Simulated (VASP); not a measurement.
# ScAl7N8 (a cell with a defect) in VASP: a series of runs

ScAl7N8 (a cell with a defect) is run at these levels: PBEsol, PBE, RPBE; tasks: single point.

Program: VASP 6.6.1. These are calculated values, not measurements. Logs are shortened: lines on timing, memory, paths and dates and some standing lists are left out, and cuts for length are marked.

## Step 1: The cell of the first run

The cell holds a defect, 16 atoms: a = 8.755 Å, b = 4.378 Å, c = 4.378 Å, α = 90.00°, β = 90.00°, γ = 90.00°.

## Step 2: Single point, PBEsol, collinear spin

File INCAR:

```
PREC = Accurate
ENCUT = 520
EDIFF = 1E-6
ISMEAR = -1
SIGMA = 0.05
LREAL = Auto
LASPH = T
NELM = 150
ALGO = Normal
ISIF = 2
LWAVE = F
LCHARG = F
ISPIN = 2
MAGMOM = 0 0 0 0 0 0 0 0 0 0 0 0 0 0 0 1
LORBIT = 11
LMAXMIX = 4
GGA = PS
NBANDS = 54
NELECT = 71.0
```

File KPOINTS:

```
Automatic mesh
0
Gamma
  2 2 2
  0.5 0.5 0.5
```

File POSCAR:

```
ScAl7N8
1.0
    8.7554440000      0.0000000000      0.0000000000
    0.0000000000      4.3777220000      0.0000000000
    0.0000000000      0.0000000000      4.3777220000
Al N Sc
7 8 1
Direct
    0.9932690000      0.0258660000      0.9908870000
    0.4964490000      0.0027170000      0.0049870000
    0.2563140000      0.5073900000      0.9966880000
    0.7474010000      0.5236270000      0.9731020000
    0.2515250000      0.9778550000      0.5143410000
    0.7346960000      0.0106880000      0.5048140000
    0.9904910000      0.4996880000      0.4835830000
    0.1209580000      0.2818220000      0.2554850000
    0.6165830000      0.2422250000      0.2694140000
    0.3804710000      0.7744130000      0.2638320000
    0.8736880000      0.7707820000      0.2296070000
    0.3846490000      0.2160450000      0.7387290000
    0.8638980000      0.2458990000      0.7676690000
    0.1204420000      0.7518570000      0.7607030000
    0.6042410000      0.7319990000      0.7241050000
    0.4916510000      0.4761700000      0.4923380000
```

Potentials or basis: VASP PAW PBE potentials, release 64 (Al, N, Sc_sv).

Launch:

```
$ cat potpaw_PBE.64/Al/POTCAR potpaw_PBE.64/N/POTCAR potpaw_PBE.64/Sc_sv/POTCAR > POTCAR
$ mpirun -np 1 vasp_std > vasp.out
```

OUTCAR:

```text
PREC = Accurate
   ENCUT = 520
   EDIFF = 1E-6
   ISMEAR = -1
   LREAL = Auto
   LASPH = T
   NELM = 150
   ISIF = 2
   ISPIN = 2
   LORBIT = 11
   GGA = PS
   NELECT = 71.0

 ion  position               nearest neighbor table
   1  0.993  0.026  0.991-  13 1.78  11 1.85  14 1.92   8 1.96   7 2.99   7 3.04   4 3.06   4 3.08
                             5 3.08   6 3.11   3 3.12   7 3.16   6 3.19   7 3.20   5 3.23   3 3.23
   2  0.496  0.003  0.005-  12 1.79  10 1.82   9 1.88  15 1.95  16 2.97   3 3.02   6 3.02   6 3.02
                             5 3.04   4 3.04   3 3.05  16 3.06   5 3.10  16 3.14   4 3.17  16 3.22
   3  0.256  0.507  0.997-  14 1.90   8 1.91  10 1.98  12 2.04   5 2.95  16 3.00   2 3.02  16 3.02
                             2 3.05   5 3.06   1 3.12   5 3.14   7 3.16   1 3.23   7 3.23   5 3.24
   4  0.747  0.524  0.973-  13 1.82  15 1.90  11 1.91   9 2.12   6 2.96   7 3.02   2 3.04   6 3.04
                             1 3.06   1 3.08  16 3.08   7 3.09   6 3.16   2 3.17  16 3.20   6 3.24
   5  0.252  0.978  0.514-  10 1.81  12 1.85  14 1.86   8 2.09   3 2.95  16 3.03   2 3.04  16 3.04
                             3 3.06   1 3.08   2 3.10   7 3.10   3 3.14   1 3.23   7 3.23   3 3.24
   6  0.735  0.011  0.505-   9 1.78  13 1.91  15 1.93  11 2.01  16 2.95   4 2.96   2 3.02   2 3.02
                             4 3.04   7 3.10   1 3.11   4 3.16  16 3.16   7 3.17   1 3.19   4 3.24
   7  0.990  0.500  0.484-   8 1.79  11 1.92  14 2.00  13 2.00   1 2.99   4 3.02   1 3.04   4 3.09
                             6 3.10   5 3.10   1 3.16   3 3.16   6 3.17   1 3.20   5 3.23   3 3.23
   8  0.121  0.282  0.255-   7 1.79   3 1.91   1 1.96   5 2.09
   9  0.617  0.242  0.269-   6 1.78  16 1.79   2 1.88   4 2.12
  10  0.380  0.774  0.264-   5 1.81   2 1.82  16 1.91   3 1.98
  11  0.874  0.771  0.230-   1 1.85   4 1.91   7 1.92   6 2.01
  12  0.385  0.216  0.739-   2 1.79  16 1.83   5 1.85   3 2.04
  13  0.864  0.246  0.768-   1 1.78   4 1.82   6 1.91   7 2.00
  14  0.120  0.752  0.761-   5 1.86   3 1.90   1 1.92   7 2.00
  15  0.604  0.732  0.724-  16 1.80   4 1.90   6 1.93   2 1.95
  16  0.492  0.476  0.492-   9 1.79  15 1.80  12 1.83  10 1.91   6 2.95   2 2.97   3 3.00   3 3.02
                             5 3.03   5 3.04   2 3.06   4 3.08   2 3.14   6 3.16   4 3.20   2 3.22

  LATTYP: Found a simple tetragonal cell.
 ALAT       =     4.3777220000
 C/A-ratio  =     2.0000000000

  Lattice vectors:

 A1 = (   0.0000000000,   4.3777220000,   0.0000000000)
 A2 = (   0.0000000000,   0.0000000000,   4.3777220000)
 A3 = (   8.7554440000,   0.0000000000,   0.0000000000)

Analysis of symmetry for initial positions (statically):
=====================================================================
 Subroutine PRICEL returns:
 Original cell was already a primitive cell.

 Routine SETGRP: Setting up the symmetry group for a
 simple tetragonal supercell.

 Subroutine GETGRP returns: Found  1 space group operations
 (whereof  1 operations were pure point group operations)
 out of a pool of 16 trial point group operations.

The static configuration has the point symmetry C_1 .

Analysis of symmetry for dynamics (positions and initial velocities):
=====================================================================
 Subroutine PRICEL returns:
 Original cell was already a primitive cell.

 Routine SETGRP: Setting up the symmetry group for a
 simple tetragonal supercell.

 Subroutine GETGRP returns: Found  1 space group operations
 (whereof  1 operations were pure point group operations)
 out of a pool of 16 trial point group operations.

The dynamic configuration has the point symmetry C_1 .

Analysis of structural, dynamic, and magnetic symmetry:
=====================================================================
 Subroutine PRICEL returns:
 Original cell was already a primitive cell.

 Routine SETGRP: Setting up the symmetry group for a
 simple tetragonal supercell.

 Subroutine GETGRP returns: Found  1 space group operations
 (whereof  1 operations were pure point group operations)
 out of a pool of 16 trial point group operations.

The overall configuration has the point symmetry C_1 .

 Subroutine INISYM returns: Found  1 space group operations
 (whereof  1 operations are pure point group operations),
 and found     1 'primitive' translations

----------------------------------------------------------------------------------------

                                     Primitive cell

  volume of cell :     167.7933
[... 88 lines left out ...]
   ISTART =      0    job   : 0-new  1-cont  2-samecut
   ICHARG =      2    charge: 1-file 2-atom 10-const
   ISPIN  =      2    spin polarized calculation?
   LNONCOLLINEAR =      F non collinear calculations
   LSORBIT =      F    spin-orbit coupling
   LASPH  =      T    aspherical Exc in radial PAW
   ENCUT  =  520.0 eV  38.22 Ry    6.18 a.u.  16.28  8.14  8.14*2*pi/ulx,y,z
   NELM   =    150;   NELMIN=  2; NELMDL= -5     # of ELM steps
   EDIFF  = 0.1E-05   stopping-criterion for ELM
   LREAL  =      T    real-space projection
   EDIFFG = 0.1E-04   stopping-criterion for IOM
   NSW    =      0    number of steps for IOM
   IBRION =     -1    ionic relax: 0-MD 1-quasi-New 2-CG
   NFREE  =      0    steps in history (QN), initial steepest desc. (CG)
   ISIF   =      2    stress and relaxation
   ISYM   =      2    0-nonsym 1-usesym 2-fastsym
   POTIM  = 0.5000    time-step for ionic-motion
   TEBEG  =    0.0;   TEEND  =   0.0 temperature during run
   PSTRESS=    0.0 pullay stress
   NELECT =      71.0000    total number of electrons
   NUPDOWN=      -1.0000    fix difference up-down
   EMIN   =  10.00;   EMAX   =-10.00  energy-range for DOS
   EFERMI =   0.00;   METHOD = LEGACY
   ISMEAR =    -1;   SIGMA  =   0.05  broadening in eV -4-tet -1-fermi 0-gaus
   EFERMI_NEDOS =   21; number of points for ismear=-14 and -15
   IALGO  =     38    algorithm
   IMIX   =      4    mixing-type and parameters
     AMIX     =   0.40;   BMIX     =  1.00
     AMIX_MAG =   1.60;   BMIX_MAG =  1.00
  volume/ion in A,a.u.               =      10.49        70.77
  Fermi-wavevector in a.u.,A,eV,Ry     =   1.229050  2.322567 20.552459  1.510563
  Thomas-Fermi vector in A             =   2.363952
   LORBIT       =     11    0 simple, 1 ext, 2 COOP (PROOUT), +10 PAW based schemes
   GGA     = PS    functional components
   LHFCALC =     F    Hartree Fock is set to
   AEXX    =    0.0000 exact exchange contribution
   IVDW    =     0    specifies the selected vdW correction
   LEPSILON=     F    determine dielectric tensor
   LRPA    =     F    only Hartree local field effects (RPA)
 spin polarized calculation
  energy-cutoff  :      520.00
  volume of cell :      167.79
 maximum number of plane-waves:      4501
 NGX is ok and might be reduce to    70
   NGX = 33   NGY = 17   NGZ = 17

 number of electron      71.0000006 magnetization       0.1533325

 number of electron      71.0000006 magnetization      -0.0095309

 Free energy of the ion-electron system (eV)
  ---------------------------------------------------
  ext. energy  EPLUGINS =         0.00000000
  ---------------------------------------------------
  free energy    TOTEN  =      -128.68638724 eV

  energy without entropy =     -128.60862177  energy(sigma->0) =     -128.64750451

 E-fermi :   5.5736     XC(G=0): -11.1677

 val. band max:        5.5720283107   @ k =   0.2500   0.2500   0.2500
 cond. band min:       5.6252474264   @ k =   0.2500  -0.2500  -0.2500
 fundamental gap:      0.0532191157
 Fermi energy:         5.5736083408

 spin component 1

 k-point     1 :       0.2500    0.2500    0.2500
  band No.  band energies     occupation
      1     -39.0792      1.00000
      2     -18.5313      1.00000
      3     -18.4500      1.00000
      4     -18.3400      1.00000
      5      -8.4346      1.00000
      6      -7.8967      1.00000
[... 189 lines left out ...]
     46      13.3656      0.00000
     47      14.2306      0.00000
 Fermi energy:         5.5736083408

 spin component 2

 k-point     1 :       0.2500    0.2500    0.2500
  band No.  band energies     occupation
      1     -39.0796      1.00000
      2     -18.5319      1.00000
      3     -18.4505      1.00000
      4     -18.3405      1.00000
      5      -8.4359      1.00000
      6      -7.8980      1.00000
[... 189 lines left out ...]
     46      13.3652      0.00000
     47      14.2302      0.00000
 [bands above 47 left out]

------------------------ aborting loop because EDIFF is reached ----------------------------------------

  FORCE on cell =-STRESS in cart. coord.  units (eV):
  Direction    XX          YY          ZZ          XY          YZ          ZX
  --------------------------------------------------------------------------------------
  -------------------------------------------------------------------------------------
  Total        6.0065233      7.8455963      5.7410288     -3.2913933     -1.1277822     -1.0888626
  in kB       57.3534058     74.9138312     54.8183267    -31.4279340    -10.7686506    -10.3970255
  external PRESSURE =      62.3618546 kB  Pullay stress =       0.0000000 kB

 VOLUME and BASIS-vectors are now :
 -----------------------------------------------------------------------------
  energy-cutoff  :      520.00
  volume of cell :      167.79
      direct lattice vectors                 reciprocal lattice vectors
     8.755444000  0.000000000  0.000000000     0.114214653  0.000000000  0.000000000
     0.000000000  4.377722000  0.000000000     0.000000000  0.228429306  0.000000000
     0.000000000  0.000000000  4.377722000     0.000000000  0.000000000  0.228429306

 POSITION                                       TOTAL-FORCE (eV/Angst)
 -----------------------------------------------------------------------------------
      8.69651      0.11323      4.33783         1.600390     -0.958451      1.125864
      4.34663      0.01189      0.02183         1.361848     -0.978913     -0.007751
      2.24414      2.22121      4.36322        -0.384608     -0.266673      0.287453
      6.54383      2.29229      4.25997        -0.858732     -0.158040      1.577772
      2.20221      4.28078      2.25164        -1.239927      1.440298     -0.647274
      6.43259      0.04679      2.20994         1.527795     -1.541658      0.131832
[... 8 lines left out ...]
      5.29040      3.20449      3.16993         4.356445      3.906241      4.325209
      4.30462      2.08454      2.15532        -2.258682      1.713924     -1.259340
 -----------------------------------------------------------------------------------
    total drift:                                0.004056     -0.000104      0.001271

  FREE ENERGIE OF THE ION-ELECTRON SYSTEM (eV)
  ---------------------------------------------------
  free  energy   TOTEN  =      -128.6863872449 eV

  energy  without entropy=     -128.6086217681  energy(sigma->0) =     -128.64750451

 total charge

# of ion       s       p       d       tot
------------------------------------------
    1        0.369   0.450   0.000   0.820
    2        0.372   0.470   0.000   0.841
    3        0.355   0.398   0.000   0.754
    4        0.362   0.418   0.000   0.781
    5        0.369   0.444   0.000   0.813
    6        0.364   0.436   0.000   0.801
[... 8 lines left out ...]
   15        1.252   2.590   0.000   3.842
   16        2.410   6.473   1.984  10.867
--------------------------------------------------
tot         14.876  30.199   1.984  47.059

 magnetization (x)

# of ion       s       p       d       tot
------------------------------------------
    1        0.000   0.000   0.000   0.000
    2        0.000   0.000   0.000   0.000
    3        0.000  -0.000   0.000   0.000
    4        0.000  -0.000   0.000  -0.000
    5        0.000  -0.000   0.000   0.000
    6        0.000  -0.000   0.000  -0.000
[... 8 lines left out ...]
   15       -0.000  -0.000   0.000  -0.000
   16       -0.000  -0.000  -0.001  -0.001
--------------------------------------------------
tot         -0.000  -0.008  -0.001  -0.009
```

Run time: 4.9 min. Hardware: 1 thread of Intel Xeon 8259CL, shared host; peak memory 0.37 GiB.

Results:

* Free energy: -128.6864 eV
* Largest force: 7.276 eV/Å
* Net moment: -0.01 μB per cell
* Valence electrons inside the program's atomic spheres: Al 0.82, 0.84, 0.75, 0.78, 0.81, 0.80 (each value once); N 3.77, 3.87, 3.85, 3.78, 3.84 (each value once); Sc 10.87

Forces on the atoms (eV/Å):
```
Al   1.600 -0.958  1.126
Al   1.362 -0.979 -0.008
Al  -0.385 -0.267  0.287
Al  -0.859 -0.158  1.578
Al  -1.240  1.440 -0.647
Al   1.528 -1.542  0.132
Al  -0.453  1.232  1.387
N    1.190 -2.051 -0.787
N    3.760 -1.901 -5.326
N   -2.742  0.272 -3.077
N   -0.999 -0.661  1.250
N   -4.444 -0.808  3.938
N   -0.144  1.007 -2.465
N   -0.272 -0.246 -0.454
N    4.356  3.906  4.325
Sc  -2.259  1.714 -1.259
```

Caveat: the k points lie up to 0.72 Å⁻¹ apart; the cell carries a net charge on a neutralising background, which shifts energy and pressure; the cell is charged against a uniform background, so pressure and absolute levels hang on convention; the PAW data sets were made with another functional, which shifts forces and pressure a little.

## Step 3: Single point, PBE, collinear spin

File INCAR:

```
SYSTEM = ScAl7N8
PREC = Accurate
ENCUT = 520
EDIFF = 1E-6
ISMEAR = -1
SIGMA = 0.05
LREAL = Auto
LASPH = .True.
NELM = 150
ALGO = Normal
ISIF = 2
LWAVE = .False.
LCHARG = .False.
ISPIN = 2
MAGMOM = 0 0 0 0 0 0 0 0 0 0 0 0 0 0 0 1
LORBIT = 11
LMAXMIX = 4
GGA = PE
NELECT = 71.0
NBANDS = 54
```

KPOINTS is that of step 2.

POSCAR is that of step 2.

Potentials or basis: VASP PAW PBE potentials, release 64 (Al, N, Sc_sv).

Launch:

```
$ cat potpaw_PBE.64/Al/POTCAR potpaw_PBE.64/N/POTCAR potpaw_PBE.64/Sc_sv/POTCAR > POTCAR
$ mpirun -np 1 vasp_std > vasp.out
```

Run time: 4.4 min. Hardware: 1 thread of Intel Xeon 8259CL, shared host; peak memory 0.37 GiB.

It converged, with:

```yaml
Free_energy: -122.3113 eV
Largest_force: 7.525 eV/Å
Net_moment: 0.00 μB per cell
Valence_electrons_inside_the_program's_atomic_spheres: Al 0.82, 0.84, 0.75, 0.78, 0.81, 0.80 (each value once); N 3.79, 3.89, 3.88, 3.80, 3.86 (each value once); Sc 10.84
```

Forces on the atoms (eV/Å):
```
Al   1.598 -0.963  1.128
Al   1.358 -0.988 -0.013
Al  -0.415 -0.266  0.290
Al  -0.841 -0.153  1.578
Al  -1.258  1.442 -0.644
Al   1.547 -1.549  0.124
Al  -0.444  1.235  1.385
N    1.193 -2.068 -0.785
N    3.901 -2.021 -5.459
N   -2.864  0.371 -3.195
N   -1.012 -0.675  1.271
N   -4.574 -0.903  4.085
N   -0.142  1.017 -2.484
N   -0.259 -0.236 -0.471
N    4.508  4.033  4.476
Sc  -2.296  1.722 -1.286
```

Levels at points of the mesh, in eV from the Fermi level:
Spin up:
```tsv
k point	band 33	band 34	band 35	band 36	band 37	band 38	band 39	band 40
(0.25, 0.25, 0.25)	-0.42	-0.25	-0.15	0.00	4.87	5.14	5.44	6.03
```
Spin down:
```csv
k point,band 33,band 34,band 35,band 36,band 37,band 38,band 39,band 40
"(0.25, 0.25, 0.25)",-0.42,-0.25,-0.16,0.00,4.87,5.14,5.44,6.03
```

Caveat: the k points lie up to 0.72 Å⁻¹ apart; the cell carries a net charge on a neutralising background, which shifts energy and pressure; the cell is charged against a uniform background, so pressure and absolute levels hang on convention.

[end of part 1 of 2]
